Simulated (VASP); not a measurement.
A run of VASP 6.6.1:

Contents of INCAR:

```
PREC = Accurate ; ENCUT = 520
EDIFF = 1E-7 ; ISMEAR = 0
SIGMA = 0.1 ; LREAL = False
LASPH = True ; NELM = 150
ALGO = Normal ; ISIF = 2
LWAVE = False ; LCHARG = False
ISPIN = 2 ; MAGMOM = 0 0 4.5 4.5 4.5
LORBIT = 11 ; LMAXMIX = 4
GGA = PE ; NBANDS = 37
```

The input KPOINTS:

```
regular mesh
0
Gamma
  10 10 10
```

File POSCAR:

```
Cr3PtC
1.0
    3.8520417999      0.0000000000      0.0000000000
    0.0000000000      3.8520417999      0.0000000000
    0.0000000000      0.0000000000      3.8520417999
Pt C Cr
1 1 3
Direct
    0.0000000000      0.0000000000      0.0000000000
    0.5000000000      0.5000000000      0.5000000000
    0.5000000000      0.5000000000      0.0000000000
    0.5000000000      0.0000000000      0.5000000000
    0.0000000000      0.5000000000      0.5000000000
```

Potentials or basis: VASP PAW PBE potentials, release 64 (Pt, C, Cr_pv).

Launch:

```sh
$ cat potpaw_PBE.64/Pt/POTCAR potpaw_PBE.64/C/POTCAR potpaw_PBE.64/Cr_pv/POTCAR > POTCAR
$ mpirun -np 1 vasp_std > vasp.out
```

Hardware: 1 thread of Intel(R) Xeon(R) Platinum 8488C (Sapphire Rapids), on a shared host.

Estimate the wall time of this run.

It took 6.4 min on 1 thread of Intel(R) Xeon(R) Platinum 8488C (Sapphire Rapids), with other jobs on the host, peak memory 0.32 GiB. Counts: scf iterations 34, k points 56.
